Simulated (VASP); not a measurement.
Runs of VASP 6.6.1 on Ru. The structure is that of space group P6_3/mmc (No. 194), or close to it. The cells are those of the table. 

| spin | cell | k mesh | smearing | gap on the mesh (eV) | pressure (GPa) |
| --- | --- | --- | --- | --- | --- |
| off | a = 2.746, b = 2.746, c = 8.815 Å, angles 90.0, 90.0, 120.0°, 4 atoms | 15 × 15 × 4 | fermi-dirac 0.1 eV | none | (a) |
| off | a = 2.636, b = 2.636, c = 8.462 Å, angles 90.0, 90.0, 120.0°, 4 atoms | 15 × 15 × 4 | fermi-dirac 0.1 eV | none | 31.0 |
| off | a = 2.597, b = 2.597, c = 8.338 Å, angles 90.0, 90.0, 120.0°, 4 atoms | 15 × 15 × 4 | fermi-dirac 0.1 eV | none | 53.2 |
| collinear, ferromagnetic start | a = 2.710, b = 2.710, c = 8.696 Å, angles 90.0, 90.0, 120.0°, 4 atoms | 13 × 13 × 4 | fermi-dirac 0.05 eV | none | -0.1 |
| off | a = 2.710, b = 2.710, c = 8.701 Å, angles 90.0, 90.0, 120.0°, 4 atoms | 13 × 13 × 4 | fermi-dirac 0.1 eV | none | -0.1 |

Alike in all rows: task single point; level PBE; potentials or basis VASP PAW PBE potentials, release 64 (Ru_pv); cutoff (eV) 520.

**Question.** Estimate the missing entries.

**Answer.** (a) -11.2.

A k mesh can miss the band edges, and the runs leave out spin-orbit coupling on Ru.

A gap of «none» marks levels without a gap at the run's occupations.
